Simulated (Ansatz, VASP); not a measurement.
One calculation of BN, two programs

File POSCAR:

```
BN
1.0
    2.4676475275      0.0000000000      0.0000000000
   -1.2338237638      2.1370454464      0.0000000000
    0.0000000000      0.0000000000      4.2077449317
B N
2 2
Direct
    0.6666666667      0.3333333333      0.9997995909
    0.3333333333      0.6666666667      0.4997995909
    0.6666666667      0.3333333333      0.6252004091
    0.3333333333      0.6666666667      0.1252004091
```

INCAR.step1

```
ALGO = Normal ; EDIFF = 1E-4
ENCUT = 520 ; GGA = PE
ISMEAR = 0 ; LASPH = T
LCHARG = F ; LREAL = F
LWAVE = T ; NBANDS = 16
NELM = 100 ; PREC = Accurate
SIGMA = 0.05
```

Contents of INCAR.step2:

```
ALGO = Normal ; EDIFF = 1E-6
ENCUT = 520 ; ISIF = 2
ISMEAR = 0 ; ISTART = 1
LASPH = T ; LCHARG = F
LMIXTAU = T ; LREAL = F
LWAVE = F ; METAGGA = R2SCAN
NBANDS = 16 ; NELM = 100
PREC = Accurate ; SIGMA = 0.05
```

File KPOINTS:

```
k-points
0
Gamma
  12 12 6
```

Input for Ansatz:

```yaml
crystal:
  lattice:
    - [2.4676475275, 0.0, 0.0]
    - [-1.2338237638, 2.1370454464, 0.0]
    - [0.0, 0.0, 4.2077449317]
  atoms:
    - { symbol: B, position: [0.6666666667, 0.3333333333, 0.9997995909] }
    - { symbol: B, position: [0.3333333333, 0.6666666667, 0.4997995909] }
    - { symbol: "N", position: [0.6666666667, 0.3333333333, 0.6252004091] }
    - { symbol: "N", position: [0.3333333333, 0.6666666667, 0.1252004091] }
basis:
  ecutwfc: 500
kpoints:
  mp_grid: { grid: [12, 12, 6] }
hamiltonian:
  xc: r2scan
scf:
  occupations: { method: gaussian, width: 0.05 }
output:
  forces: true
  stress: true
  eigenvalues: true
```

Change from the starting cell: strain -0.0300 x Voigt [1, 1, 0, 0, 0, 0], atoms carried along.

Alike in both runs: task single point; functional r2SCAN; k mesh 12 × 12 × 6; occupations gaussian, width 0.05 eV; no spin polarisation.

|  | VASP | Ansatz |
| --- | --- | --- |
| version | VASP 6.6.1 | Ansatz 0.2.0 |
| potentials or method | VASP PAW PBE potentials, release 64 (B, N), cutoff 520 eV | scalar-relativistic, plane waves, PAW |
| valence electrons in the cell | 16 | 16 |

Ansatz gave:

| Property | Result |
| --- | --- |
| gap on the k mesh at the Fermi level (eV) | 5.54 |
| least direct gap on the mesh (eV) | 8.63 |
| pressure (GPa) | 27.1 |
| traceless stress, the component that is largest in VASP (GPa) | -23.11 |
| rms of the force components (eV/Å) | 0.057 |

Task: What did VASP give for the same quantities?

Result: gap on the k mesh at the Fermi level (eV): 5.50; least direct gap on the mesh (eV): 8.60; pressure (GPa): 28.4; traceless stress, the component that is largest in VASP (GPa): -23.23; rms of the force components (eV/Å): 0.064.

VASP's potentials were made for PBE, not for r2SCAN. Atom by atom the forces differ by 0.007 eV/Å (rms over components). The functional is the same, so the differences come from potentials, cutoffs and numerics.
